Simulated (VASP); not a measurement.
# BeS (F-43m) in VASP: a series of runs

BeS is run at these levels: LDA; tasks: single point, relaxation of cell and atoms.

Everything below comes from runs of VASP 6.6.1. Logs are shortened: lines on timing, memory, paths and dates and some standing lists are left out, and cuts for length are marked.

## Step 1: The cell of the first run

It takes space group F-43m (No. 216, cubic). The conventional cell has a = 4.799 Å, b = 4.799 Å, c = 4.799 Å, α = 90.00°, β = 90.00°, γ = 90.00°. Be (site symmetry -43m) has 4 S at 2.08 Å within 2.8 Å. Within 2.8 Å of S (site symmetry -43m) lie 4 Be at 2.08 Å.

## Step 2: Single point, LDA

Input file INCAR:

```
SYSTEM = BeS
PREC = Accurate
ENCUT = 600
EDIFF = 1E-6
ISMEAR = -1
SIGMA = 0.02
LREAL = .FALSE.
LASPH = .TRUE.
NELM = 120
ALGO = Normal
ISIF = 2
LWAVE = .FALSE.
LCHARG = .FALSE.
NBANDS = 11
GGA_COMPAT = .FALSE.
```

Input file KPOINTS:

```
regular mesh
0
G
  5 5 5
  0 0 0
```

Input file POSCAR:

```
BeS
1.0
    0.0000000000      2.3993320137      2.3993320137
    2.3993320137      0.0000000000      2.3993320137
    2.3993320137      2.3993320137      0.0000000000
Be S
1 1
Direct
    0.0000000000      0.0000000000      0.0000000000
    0.2500000000      0.2500000000      0.2500000000
```

Potentials or basis: VASP PAW LDA potentials, release 64 (Be, S).

Launch:

```
> cat potpaw_LDA.64/Be/POTCAR potpaw_LDA.64/S/POTCAR > POTCAR
> mpirun -np 1 vasp_std > vasp.out
```

OUTCAR:

```text
SYSTEM = BeS
   PREC = Accurate
   ENCUT = 600
   EDIFF = 1E-6
   ISMEAR = -1
   LREAL = .FALSE.
   LASPH = .TRUE.
   NELM = 120
   ISIF = 2

 ion  position               nearest neighbor table
   1  0.000  0.000  0.000-   2 2.08   2 2.08   2 2.08   2 2.08
   2  0.250  0.250  0.250-   1 2.08   1 2.08   1 2.08   1 2.08

  LATTYP: Found a face centered cubic cell.
 ALAT       =     4.7986640274

  Lattice vectors:

 A1 = (   0.0000000000,   2.3993320137,   2.3993320137)
 A2 = (   2.3993320137,   0.0000000000,   2.3993320137)
 A3 = (   2.3993320137,   2.3993320137,   0.0000000000)

Analysis of symmetry for initial positions (statically):
=====================================================================
 Subroutine PRICEL returns:
 Original cell was already a primitive cell.

 Routine SETGRP: Setting up the symmetry group for a
 face centered cubic supercell.

 Subroutine GETGRP returns: Found 24 space group operations
 (whereof 24 operations were pure point group operations)
 out of a pool of 48 trial point group operations.

The static configuration has the point symmetry T_d .

Analysis of symmetry for dynamics (positions and initial velocities):
=====================================================================
 Subroutine PRICEL returns:
 Original cell was already a primitive cell.

 Routine SETGRP: Setting up the symmetry group for a
 face centered cubic supercell.

 Subroutine GETGRP returns: Found 24 space group operations
 (whereof 24 operations were pure point group operations)
 out of a pool of 48 trial point group operations.

The dynamic configuration has the point symmetry T_d .

 Subroutine INISYM returns: Found 24 space group operations
 (whereof 24 operations are pure point group operations),
 and found     1 'primitive' translations

----------------------------------------------------------------------------------------

                                     Primitive cell

  volume of cell :      27.6249

  direct lattice vectors                    reciprocal lattice vectors
     0.000000000  2.399332014  2.399332014    -0.208391334  0.208391334  0.208391334
     2.399332014  0.000000000  2.399332014     0.208391334 -0.208391334  0.208391334
     2.399332014  2.399332014  0.000000000     0.208391334  0.208391334 -0.208391334

  length of vectors
     3.393167874  3.393167874  3.393167874     0.360944379  0.360944379  0.360944379
[... 70 lines left out ...]
   IBRION =     -1    ionic relax: 0-MD 1-quasi-New 2-CG
   NFREE  =      0    steps in history (QN), initial steepest desc. (CG)
   ISIF   =      2    stress and relaxation
   ISYM   =      2    0-nonsym 1-usesym 2-fastsym
   POTIM  = 0.5000    time-step for ionic-motion
   TEBEG  =    0.0;   TEEND  =   0.0 temperature during run
   PSTRESS=    0.0 pullay stress
   NELECT =       8.0000    total number of electrons
   NUPDOWN=      -1.0000    fix difference up-down
   EMIN   =  10.00;   EMAX   =-10.00  energy-range for DOS
   EFERMI =   0.00;   METHOD = LEGACY
   ISMEAR =    -1;   SIGMA  =   0.02  broadening in eV -4-tet -1-fermi 0-gaus
   EFERMI_NEDOS =   21; number of points for ismear=-14 and -15
   IALGO  =     38    algorithm
   IMIX   =      4    mixing-type and parameters
     AMIX     =   0.40;   BMIX     =  1.00
     AMIX_MAG =   1.60;   BMIX_MAG =  1.00
  volume/ion in A,a.u.               =      13.81        93.21
  Fermi-wavevector in a.u.,A,eV,Ry     =   1.083106  2.046774 15.961261  1.173120
  Thomas-Fermi vector in A             =   2.219164
   LORBIT       =      0    0 simple, 1 ext, 2 COOP (PROOUT), +10 PAW based schemes
   GGA     = CA    functional components
   LHFCALC =     F    Hartree Fock is set to
   AEXX    =    0.0000 exact exchange contribution
   IVDW    =     0    specifies the selected vdW correction
   LEPSILON=     F    determine dielectric tensor
   LRPA    =     F    only Hartree local field effects (RPA)
 non-spin polarized calculation
  energy-cutoff  :      600.00
  volume of cell :       27.62
 maximum number of plane-waves:       941
   NGX = 13   NGY = 13   NGZ = 13

 number of electron       8.0000001 magnetization

 Free energy of the ion-electron system (eV)
  ---------------------------------------------------
  ext. energy  EPLUGINS =         0.00000000
  ---------------------------------------------------
  free energy    TOTEN  =       -11.12946174 eV

  energy without entropy =      -11.12946174  energy(sigma->0) =      -11.12946174

 E-fermi :   4.7875     XC(G=0): -10.1150

 val. band max:        4.3722550301   @ k =   0.0000   0.0000   0.0000
 cond. band min:       7.5135417607   @ k =   0.4000   0.4000   0.0000
 fundamental gap:      3.1412867306
 Fermi energy:         4.7875225262

 k-point     1 :       0.0000    0.0000    0.0000
  band No.  band energies     occupation
      1      -9.5023      2.00000
      2       4.3723      2.00000
      3       4.3723      2.00000
      4       4.3723      2.00000
      5       9.8960      0.00000
      6       9.8960      0.00000
      7       9.8960      0.00000
      8      10.3174      0.00000
      9      17.2455      0.00000
     10      17.2455      0.00000
     11      19.2218      0.00000
[... 113 lines left out ...]
 k-point    10 :      -0.4000    0.4000    0.2000
  band No.  band energies     occupation
      1      -7.3458      2.00000
      2      -0.3868      2.00000
      3       0.6738      2.00000
      4       1.6084      2.00000
      5      10.2706      0.00000
      6      11.4122      0.00000
      7      12.5676      0.00000
      8      15.6130      0.00000
      9      16.5472      0.00000
     10      19.1792      0.00000
     11      21.7961      0.00000

------------------------ aborting loop because EDIFF is reached ----------------------------------------

  FORCE on cell =-STRESS in cart. coord.  units (eV):
  Direction    XX          YY          ZZ          XY          YZ          ZX
  --------------------------------------------------------------------------------------
  -------------------------------------------------------------------------------------
  Total        0.0142761      0.0142761      0.0142761     -0.0000000     -0.0000000      0.0000000
  in kB        0.8279807      0.8279807      0.8279807     -0.0000000     -0.0000000      0.0000000
  external PRESSURE =       0.8279807 kB  Pullay stress =       0.0000000 kB

 VOLUME and BASIS-vectors are now :
 -----------------------------------------------------------------------------
  energy-cutoff  :      600.00
  volume of cell :       27.62
      direct lattice vectors                 reciprocal lattice vectors
     0.000000000  2.399332014  2.399332014    -0.208391334  0.208391334  0.208391334
     2.399332014  0.000000000  2.399332014     0.208391334 -0.208391334  0.208391334
     2.399332014  2.399332014  0.000000000     0.208391334  0.208391334 -0.208391334

 POSITION                                       TOTAL-FORCE (eV/Angst)
 -----------------------------------------------------------------------------------
      0.00000      0.00000      0.00000         0.000000      0.000000      0.000000
      1.19967      1.19967      1.19967        -0.000000     -0.000000     -0.000000
 -----------------------------------------------------------------------------------
    total drift:                                0.000000      0.000000      0.000000

  FREE ENERGIE OF THE ION-ELECTRON SYSTEM (eV)
  ---------------------------------------------------
  free  energy   TOTEN  =       -11.1294617385 eV

  energy  without entropy=      -11.1294617385  energy(sigma->0) =      -11.12946174
```

OSZICAR:

```text
N       E                     dE             d eps       ncg     rms          rms(c)
DAV:   1     0.195358025782E+02    0.19536E+02   -0.44770E+03   220   0.727E+02
DAV:   2    -0.102040191699E+02   -0.29740E+02   -0.28710E+02   284   0.116E+02
DAV:   3    -0.113875792569E+02   -0.11836E+01   -0.11809E+01   274   0.233E+01
DAV:   4    -0.113943558943E+02   -0.67766E-02   -0.67752E-02   255   0.200E+00
DAV:   5    -0.113944134487E+02   -0.57554E-04   -0.57554E-04   282   0.185E-01    0.595E+00
DAV:   6    -0.112036505195E+02    0.19076E+00   -0.13189E-01   247   0.168E+00    0.392E+00
DAV:   7    -0.111297260823E+02    0.73924E-01   -0.15591E-01   247   0.189E+00    0.816E-01
DAV:   8    -0.111295048376E+02    0.22124E-03   -0.69734E-03   259   0.474E-01    0.175E-01
DAV:   9    -0.111294615944E+02    0.43243E-04   -0.25926E-04   255   0.105E-01    0.588E-02
DAV:  10    -0.111294607249E+02    0.86952E-06   -0.28567E-05   267   0.247E-02    0.166E-02
DAV:  11    -0.111294617409E+02   -0.10160E-05   -0.36569E-06   250   0.108E-02    0.757E-03
DAV:  12    -0.111294617385E+02    0.23688E-08   -0.86353E-08   125   0.213E-03
   1 F= -.11129462E+02 E0= -.11129462E+02  d E =-.200713E-10
```

stdout:

```text
POSCAR found type information on POSCAR BeS
 POSCAR found :  2 types and       2 ions
 scaLAPACK will be used
 LDA part: xc-table for (Slater(with rela. corr.)+CA(PZ))
 , standard interpolation
 POSCAR, INCAR and KPOINTS ok, starting setup
 FFT: planning ... GRIDC
 FFT: planning ... GRID_SOFT
 FFT: planning ... GRID
 WAVECAR not read
 entering main loop
```

Run time: 4.1 s. Hardware: 1 thread of AMD EPYC 7R43 (Zen 3), shared host; peak memory 0.1 GiB.

What came out:

```
Free energy            : -11.1295 eV
Pressure               : 0.1 GPa
Band gap on the k mesh : 3.14 eV, indirect (least direct gap 5.52 eV)
```

Caveat: the k points lie up to 0.45 Å⁻¹ apart.

## Step 3: Relaxation of cell and atoms, LDA

Input file INCAR:

```
ALGO     = Normal         # electronic algorithm
EDIFF    = 1E-7           # SCF threshold, eV
EDIFFG   = -0.01          # ionic threshold
ENCUT    = 600            # plane-wave cutoff, eV
GGA_COMPAT= F            
IBRION   = 2              # ionic algorithm
ISIF     = 3              # what is computed and relaxed
ISMEAR   = -1             # smearing method
LASPH    = T              # aspherical terms in the spheres
LCHARG   = F              # write CHGCAR
LREAL    = F              # projectors in reciprocal space
LWAVE    = F              # write WAVECAR
NELM     = 120            # most SCF steps
NELMIN   = 4            
NSW      = 80             # ionic steps
PREC     = Accurate       # precision mode
SIGMA    = 0.02           # smearing width, eV
```

Input file KPOINTS:

```
k-points
0
Gamma
  5 5 5
```

POSCAR is that of step 2.

Potentials or basis: VASP PAW LDA potentials, release 64 (Be, S).

Launch:

```
> cat potpaw_LDA.64/Be/POTCAR potpaw_LDA.64/S/POTCAR > POTCAR
> mpirun -np 1 vasp_std > vasp.out
```

It took 3.8 s on 1 thread of AMD EPYC 7R43 (Zen 3), shared host; peak memory 0.1 GiB.

It converged, with:

```yaml
Free_energy: -11.1295 eV
Pressure_after_relaxing: 0.1 GPa
Band_gap_on_the_k_mesh: 3.14 eV, indirect (least direct gap 5.52 eV)
```

Final structure:
```
CELL_PARAMETERS angstrom
0.00000 2.39933 2.39933
2.39933 0.00000 2.39933
2.39933 2.39933 0.00000
ATOMIC_POSITIONS crystal
Be 0.00000 0.00000 0.00000
S 0.25000 0.25000 0.25000
```

Levels at points of the mesh, in eV from the valence-band top:
| k point | band 1 | band 2 | band 3 | band 4 | band 5 | band 6 | band 7 | band 8 |
| --- | --- | --- | --- | --- | --- | --- | --- | --- |
| (0.00, 0.00, 0.00) | -13.87 | 0.00 | 0.00 | 0.00 | 5.52 | 5.52 | 5.52 | 5.95 |

Caveat: the k points lie up to 0.45 Å⁻¹ apart in the final cell; the relaxation stopped at its first step, so nothing moved. A k mesh can miss the band edges.
